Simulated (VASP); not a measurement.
## SiC: single point with PBE

The system is SiC.

```
Si C
1.0
     0.00000    2.17400    2.17400
     2.17400    0.00000    2.17400
     2.17400    2.17400    0.00000
Si C
1 1
Cartesian
  -0.4243 -0.4243 0.3000
  3.2610 3.2610 3.2610
```

This cell differs from its parent crystal: atom 1 (Si) moved by (-0.600, +0.300) A along [1 1 0] and z.

```yaml
Program: VASP 6.6.1
Task: single point
Functional: PBE
Potentials_or_basis: VASP PAW PBE potentials, release 64 (Si, C)
Cutoff: 600 eV
k_mesh: 4 × 4 × 4
Occupations: gaussian, width 0.05 eV
Spin: no spin polarisation
Dipole_correction: no
Further_INCAR_settings: ALGO = Normal; EDIFF = 1e-06; NBANDS = 11
```

* Pressure: 21.5 GPa
* Largest force: 4.098 eV/Å
* Band gap on the k mesh: zero (band 4 reaches 9.93 eV, above the bottom of band 5 at 8.63 eV)

Forces on the atoms (eV/Å):
```
Si   2.430  2.430  2.232
C   -2.430 -2.430 -2.232
```

Stress tensor (GPa, compression positive):
```
13.59  9.57  5.70
 9.57 13.59  5.70
 5.70  5.70 37.39
```

Levels at points of the mesh, in eV from the Fermi level:
```csv
k point,band 1,band 2,band 3,band 4,band 5,band 6,band 7,band 8
"(0.00, 0.00, 0.00)",-16.75,-2.84,-1.93,0.49,3.60,6.23,7.01,8.15
"(0.50, 0.00, 0.00)",-13.06,-10.19,-3.56,-0.24,2.96,5.03,7.70,8.32
"(0.00, 0.00, 0.50)",-13.67,-8.56,-3.45,-2.55,4.47,4.74,5.63,7.84
"(0.50, 0.50, 0.50)",-12.84,-10.64,-3.08,-0.35,2.92,5.21,7.89,8.19
"(0.50, 0.50, 0.00)",-11.80,-9.30,-4.79,-3.01,-0.81,2.10,11.63,13.17
"(0.00, 0.50, 0.50)",-11.87,-9.04,-5.14,-3.19,-0.62,2.19,11.94,13.02
```

It took 8.8 s on 1 thread of Intel(R) Xeon(R) Platinum 8375C CPU @ 2.90GHz (Ice Lake) (shared host), peak memory 0.15 GiB.

Caveat: the k points lie up to 0.63 Å⁻¹ apart; the cell differs from its parent crystal (atom 1 (Si) moved by (-0.600, +0.300) A along [1 1 0] and z); forces of over 1 eV/Å act on the atoms, so gaps and moduli don't describe the material at rest.
